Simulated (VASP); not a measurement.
# Au in VASP: notebook

Au is run at these levels: PBE; tasks: single point.

Everything below comes from runs of VASP 6.6.1. Logs are shortened: lines on timing, memory, paths and dates and some standing lists are left out, and cuts for length are marked.

## 1. The cell of the first run

It takes space group C2/m (No. 12, monoclinic). The conventional cell has a = 4.063 Å, b = 4.214 Å, c = 2.913 Å, α = 90.00°, β = 133.68°, γ = 90.00°. Within 3.8 Å of Au (site symmetry 2/m) lie 12 Au at 2.91 to 2.98 Å.

## 2. Single point, PBE

File INCAR:

```
ALGO     = Fast           # electronic algorithm
EDIFF    = 1E-6           # SCF threshold, eV
ENCUT    = 520            # plane-wave cutoff, eV
GGA      = PE             # functional
ISIF     = 2              # what is computed and relaxed
ISMEAR   = 0              # smearing method
ISYM     = 0            
LASPH    = T              # aspherical terms in the spheres
LCHARG   = F              # write CHGCAR
LREAL    = F              # projectors in reciprocal space
LWAVE    = F              # write WAVECAR
NBANDS   = 18             # bands
NELM     = 100            # most SCF steps
PREC     = Accurate       # precision mode
SIGMA    = 0.1            # smearing width, eV
```

File KPOINTS:

```
k-points
0
Gamma
  8 8 17
```

File POSCAR:

```
Au
1.0
    4.2141611913      0.0000000000      0.0195493587
    0.0000000000      4.2142065355      0.0000000000
   -2.0975909558      0.0000000000      2.0217785874
Au
2
Direct
    0.0000000000      0.0000000000      0.0000000000
    0.5000000000      0.5000000000      0.0000000000
```

Potentials or basis: VASP PAW PBE potentials, release 64 (Au).

Launch:

```sh
> cat potpaw_PBE.64/Au/POTCAR > POTCAR
> mpirun -np 1 vasp_std > vasp.out
```

OUTCAR:

```text
EDIFF = 1E-6
   ENCUT = 520
   GGA = PE
   ISIF = 2
   ISMEAR = 0
   ISYM = 0
   LASPH = T
   LREAL = F
   NELM = 100
   PREC = Accurate

 ion  position               nearest neighbor table
   1  0.000  0.000  0.000-   2 2.93   2 2.93   2 2.93   2 2.93   2 2.98   2 2.98   2 2.98   2 2.98

   2  0.500  0.500  0.000-   1 2.93   1 2.93   1 2.93   1 2.93   1 2.98   1 2.98   1 2.98   1 2.98

IMPORTANT INFORMATION: All symmetrisations will be switched off!
NOSYMM: (Re-)initialisation of all symmetry stuff for point group C_1.

----------------------------------------------------------------------------------------

                                     Primitive cell

  volume of cell :      36.0783

  direct lattice vectors                    reciprocal lattice vectors
     4.214161191  0.000000000  0.019549359     0.236158535  0.000000000  0.245013975
     0.000000000  4.214206535  0.000000000     0.000000000  0.237292594  0.000000000
    -2.097590956  0.000000000  2.021778587    -0.002283508  0.000000000  0.492244868

  length of vectors
     4.214206535  4.214206535  2.913327389     0.340297960  0.237292594  0.492250165

  position of ions in fractional coordinates (direct lattice)
     0.000000000  0.000000000  0.000000000
     0.500000000  0.500000000  0.000000000

  ion indices of the primitive-cell ions
   primitive index   ion index
                 1           1
                 2           2

----------------------------------------------------------------------------------------

 KPOINTS: k-points

Automatic generation of k-mesh.
 Grid dimensions read from file:
 generate k-points for:    8    8   17

 Generating k-lattice:

  Cartesian coordinates                     Fractional coordinates (reciprocal lattice)
     0.029519817  0.000000000  0.030626747     0.125000000  0.000000000 -0.000000000
     0.000000000  0.029661574  0.000000000     0.000000000  0.125000000  0.000000000
    -0.000134324  0.000000000  0.028955580     0.000000000  0.000000000  0.058823529

  Length of vectors
     0.042537245  0.029661574  0.028955892

  Shift w.r.t. Gamma in fractional coordinates (k-lattice)
     0.000000000  0.000000000  0.000000000

 Subroutine IBZKPT returns following result:
 ===========================================
[... 42 lines left out ...]
   ISPIN  =      1    spin polarized calculation?
   LNONCOLLINEAR =      F non collinear calculations
   LSORBIT =      F    spin-orbit coupling
   LASPH  =      T    aspherical Exc in radial PAW
   ENCUT  =  520.0 eV  38.22 Ry    6.18 a.u.   7.84  7.84  5.42*2*pi/ulx,y,z
   NELM   =    100;   NELMIN=  2; NELMDL= -5     # of ELM steps
   EDIFF  = 0.1E-05   stopping-criterion for ELM
   LREAL  =      F    real-space projection
   EDIFFG = 0.1E-04   stopping-criterion for IOM
   NSW    =      0    number of steps for IOM
   IBRION =     -1    ionic relax: 0-MD 1-quasi-New 2-CG
   NFREE  =      0    steps in history (QN), initial steepest desc. (CG)
   ISIF   =      2    stress and relaxation
   ISYM   =      0    0-nonsym 1-usesym 2-fastsym
   POTIM  = 0.5000    time-step for ionic-motion
   TEBEG  =    0.0;   TEEND  =   0.0 temperature during run
   PSTRESS=    0.0 pullay stress
   NELECT =      22.0000    total number of electrons
   NUPDOWN=      -1.0000    fix difference up-down
   EMIN   =  10.00;   EMAX   =-10.00  energy-range for DOS
   EFERMI =   0.00;   METHOD = LEGACY
   ISMEAR =     0;   SIGMA  =   0.10  broadening in eV -4-tet -1-fermi 0-gaus
   EFERMI_NEDOS =   21; number of points for ismear=-14 and -15
   IALGO  =     68    algorithm
   IMIX   =      4    mixing-type and parameters
     AMIX     =   0.40;   BMIX     =  1.00
     AMIX_MAG =   1.60;   BMIX_MAG =  1.00
  volume/ion in A,a.u.               =      18.04       121.73
  Fermi-wavevector in a.u.,A,eV,Ry     =   1.388248  2.623409 26.221600  1.927233
  Thomas-Fermi vector in A             =   2.512392
   LORBIT       =      0    0 simple, 1 ext, 2 COOP (PROOUT), +10 PAW based schemes
   GGA     = PE    functional components
   LHFCALC =     F    Hartree Fock is set to
   AEXX    =    0.0000 exact exchange contribution
   IVDW    =     0    specifies the selected vdW correction
   LEPSILON=     F    determine dielectric tensor
   LRPA    =     F    only Hartree local field effects (RPA)
 non-spin polarized calculation
 RMM-DIIS sequential band-by-band and
 Gauss-broadening in eV      SIGMA  =   0.10
  energy-cutoff  :      520.00
  volume of cell :       36.08
 maximum number of plane-waves:       990
   NGX = 15   NGY = 15   NGZ = 11

 number of electron      22.0000001 magnetization

 Free energy of the ion-electron system (eV)
  ---------------------------------------------------
  ext. energy  EPLUGINS =         0.00000000
  ---------------------------------------------------
  free energy    TOTEN  =        -6.44327561 eV

  energy without entropy =       -6.44100539  energy(sigma->0) =       -6.44214050

 E-fermi :   8.5595     XC(G=0): -12.3770

 val. band max:        8.5281012248   @ k =   0.2500   0.3750   0.0588
 cond. band min:       8.5622100354   @ k =  -0.0000   0.2500  -0.1176
 fundamental gap:      0.0341088106
 Fermi energy:         8.5594723326

 k-point     1 :       0.0000    0.0000    0.0000
  band No.  band energies     occupation
      1      -0.7137      2.00000
      2       1.9817      2.00000
      3       2.2913      2.00000
      4       4.0630      2.00000
      5       4.0654      2.00000
      6       4.3607      2.00000
[... 481 lines left out ...]
      5       4.4353      2.00000
      6       4.5644      2.00000
[... 10 lines left out ...]
     17      24.5739      0.00000
     18      25.2971      0.00000

 [... further k-points ...]

------------------------ aborting loop because EDIFF is reached ----------------------------------------

  FORCE on cell =-STRESS in cart. coord.  units (eV):
  Direction    XX          YY          ZZ          XY          YZ          ZX
  --------------------------------------------------------------------------------------
  -------------------------------------------------------------------------------------
  Total       -0.1500931     -0.1520961     -0.0268741      0.0000009     -0.0000011      0.0187260
  in kB       -6.6653901     -6.7543399     -1.1934343      0.0000419     -0.0000510      0.8315891
  external PRESSURE =      -4.8710548 kB  Pullay stress =       0.0000000 kB

 VOLUME and BASIS-vectors are now :
 -----------------------------------------------------------------------------
  energy-cutoff  :      520.00
  volume of cell :       36.08
      direct lattice vectors                 reciprocal lattice vectors
     4.214161191  0.000000000  0.019549359     0.236158535  0.000000000  0.245013975
     0.000000000  4.214206535  0.000000000     0.000000000  0.237292594  0.000000000
    -2.097590956  0.000000000  2.021778587    -0.002283508  0.000000000  0.492244868

 POSITION                                       TOTAL-FORCE (eV/Angst)
 -----------------------------------------------------------------------------------
      0.00000      0.00000      0.00000        -0.000001     -0.000001     -0.000001
      2.10708      2.10710      0.00977         0.000001      0.000001      0.000001
 -----------------------------------------------------------------------------------
    total drift:                               -0.000000      0.000001      0.000000

  FREE ENERGIE OF THE ION-ELECTRON SYSTEM (eV)
  ---------------------------------------------------
  free  energy   TOTEN  =        -6.4432756128 eV

  energy  without entropy=       -6.4410053889  energy(sigma->0) =       -6.44214050
```

OSZICAR:

```text
N       E                     dE             d eps       ncg     rms          rms(c)
DAV:   1     0.123199091045E+03    0.12320E+03   -0.11495E+04 20192   0.116E+03
DAV:   2    -0.486372870446E+01   -0.12806E+03   -0.12169E+03 20888   0.257E+02
DAV:   3    -0.695406375885E+01   -0.20903E+01   -0.20790E+01 22980   0.332E+01
DAV:   4    -0.696366325719E+01   -0.95995E-02   -0.95984E-02 21396   0.240E+00
DAV:   5    -0.696375382223E+01   -0.90565E-04   -0.90564E-04 21772   0.247E-01    0.111E+01
RMM:   6    -0.647567083719E+01    0.48808E+00   -0.88609E-01 19669   0.704E+00    0.723E+00
RMM:   7    -0.644682266480E+01    0.28848E-01   -0.10785E-01 20294   0.266E+00    0.341E+00
RMM:   8    -0.644337673503E+01    0.34459E-02   -0.11173E-02 20476   0.774E-01    0.479E-01
RMM:   9    -0.644326419440E+01    0.11254E-03   -0.92046E-04 21423   0.233E-01    0.150E-01
RMM:  10    -0.644327454335E+01   -0.10349E-04   -0.12493E-04 21439   0.753E-02    0.101E-01
RMM:  11    -0.644327545780E+01   -0.91445E-06   -0.26049E-05 21377   0.329E-02    0.144E-02
RMM:  12    -0.644327561280E+01   -0.15500E-06   -0.27742E-06 17030   0.106E-02
   1 F= -.64432756E+01 E0= -.64421405E+01  d E =-.227022E-02
```

stdout:

```text
POSCAR found type information on POSCAR Au
 POSCAR found :  1 types and       2 ions
 scaLAPACK will be used
 LDA part: xc-table for (Slater+PW92), standard interpolation
 POSCAR, INCAR and KPOINTS ok, starting setup
 FFT: planning ... GRIDC
 FFT: planning ... GRID_SOFT
 FFT: planning ... GRID
 WAVECAR not read
 entering main loop
```

It took 2.2 min on 1 thread of Intel Xeon 6975P-C (Granite Rapids), shared host; peak memory 0.4 GiB.

What came out:

```yaml
Free_energy: -6.4433 eV
Pressure: -0.5 GPa
Band_gap_on_the_k_mesh: zero (bands 11 and 12 overlap by 6.80 eV)
```

Caveat: spin-orbit coupling is left out, which moves the levels of the heavy elements.

## 3. Single point, PBE

This run uses another cell than the first one, of 18.16 Å³/atom.

File INCAR:

```
SYSTEM = Au
ALGO = Fast
EDIFF = 1E-6
ENCUT = 520
GGA = PE
ISIF = 2
ISMEAR = 0
ISYM = 0
LASPH = .TRUE.
LCHARG = .FALSE.
LREAL = .FALSE.
LWAVE = .FALSE.
NBANDS = 18
NELM = 100
PREC = Accurate
SIGMA = 0.1
```

File KPOINTS:

```
k-points
0
G
  8 8 17
  0 0 0
```

File POSCAR:

```
Au
1.0
    4.2142065355      0.0000000000      0.0000000000
    0.0000000000      4.2142065355      0.0000000000
   -2.1071032677      0.0000000000      2.0456580159
Au
2
Direct
    0.0000000000      0.0000000000      0.0000000000
    0.5000000000      0.5000000000      0.0000000000
```

Potentials or basis: VASP PAW PBE potentials, release 64 (Au).

Launch:

```sh
> cat potpaw_PBE.64/Au/POTCAR > POTCAR
> mpirun -np 1 vasp_std > vasp.out
```

OUTCAR:

```text
SYSTEM = Au
   EDIFF = 1E-6
   ENCUT = 520
   GGA = PE
   ISIF = 2
   ISMEAR = 0
   ISYM = 0
   LASPH = .TRUE.
   LREAL = .FALSE.
   NELM = 100
   PREC = Accurate

 ion  position               nearest neighbor table
   1  0.000  0.000  0.000-   2 2.94   2 2.94   2 2.94   2 2.94   2 2.98   2 2.98   2 2.98   2 2.98

   2  0.500  0.500  0.000-   1 2.94   1 2.94   1 2.94   1 2.94   1 2.98   1 2.98   1 2.98   1 2.98

IMPORTANT INFORMATION: All symmetrisations will be switched off!
NOSYMM: (Re-)initialisation of all symmetry stuff for point group C_1.

[... 680 lines left out ...]
  FORCE on cell =-STRESS in cart. coord.  units (eV):
  Direction    XX          YY          ZZ          XY          YZ          ZX
  --------------------------------------------------------------------------------------
  -------------------------------------------------------------------------------------
  Total       -0.3707205     -0.3335435     -0.2826875     -0.0000002     -0.0000002      0.1191654
  in kB      -16.3490499    -14.7095159    -12.4667275     -0.0000108     -0.0000097      5.2552821
  external PRESSURE =     -14.5084311 kB  Pullay stress =       0.0000000 kB

 VOLUME and BASIS-vectors are now :
 -----------------------------------------------------------------------------
  energy-cutoff  :      520.00
  volume of cell :       36.33
      direct lattice vectors                 reciprocal lattice vectors
     4.214206535  0.000000000  0.000000000     0.237292594  0.000000000  0.244420131
     0.000000000  4.214206535  0.000000000     0.000000000  0.237292594  0.000000000
    -2.107103268  0.000000000  2.045658016     0.000000000  0.000000000  0.488840262

 POSITION                                       TOTAL-FORCE (eV/Angst)
 -----------------------------------------------------------------------------------
      0.00000      0.00000      0.00000        -0.000001      0.000000     -0.000001
      2.10710      2.10710      0.00000         0.000001     -0.000000      0.000001
 -----------------------------------------------------------------------------------
    total drift:                                0.000001      0.000000     -0.000000

  FREE ENERGIE OF THE ION-ELECTRON SYSTEM (eV)
  ---------------------------------------------------
  free  energy   TOTEN  =        -6.4415511642 eV

  energy  without entropy=       -6.4389715336  energy(sigma->0) =       -6.44026135
```

Run time: 2 min. Hardware: 1 thread of Intel Xeon 6975P-C (Granite Rapids), shared host; peak memory 0.4 GiB.

What came out:

- Free energy: -6.4416 eV
- Pressure: -1.5 GPa
- Band gap on the k mesh: zero (bands 11 and 12 overlap by 6.73 eV)

Levels at points of the mesh, in eV from the Fermi level:
| k point | band 9 | band 10 | band 11 | band 12 | band 13 | band 14 |
| --- | --- | --- | --- | --- | --- | --- |
| (0.00, 0.00, 0.00) | -2.00 | -1.76 | -1.58 | 1.03 | 5.05 | 9.97 |
| (0.50, 0.00, 0.00) | -3.00 | -3.00 | -0.29 | -0.29 | 7.98 | 7.98 |
| (0.00, 0.50, 0.00) | -3.21 | -3.21 | -2.50 | -2.50 | 14.24 | 14.24 |
| (0.50, 0.50, 0.00) | -1.89 | -1.89 | -0.68 | -0.68 | 2.73 | 2.73 |

Caveat: spin-orbit coupling is left out, which moves the levels of the heavy elements.

The gap in the log of VASP goes by the Fermi energy; the results here count the filled bands.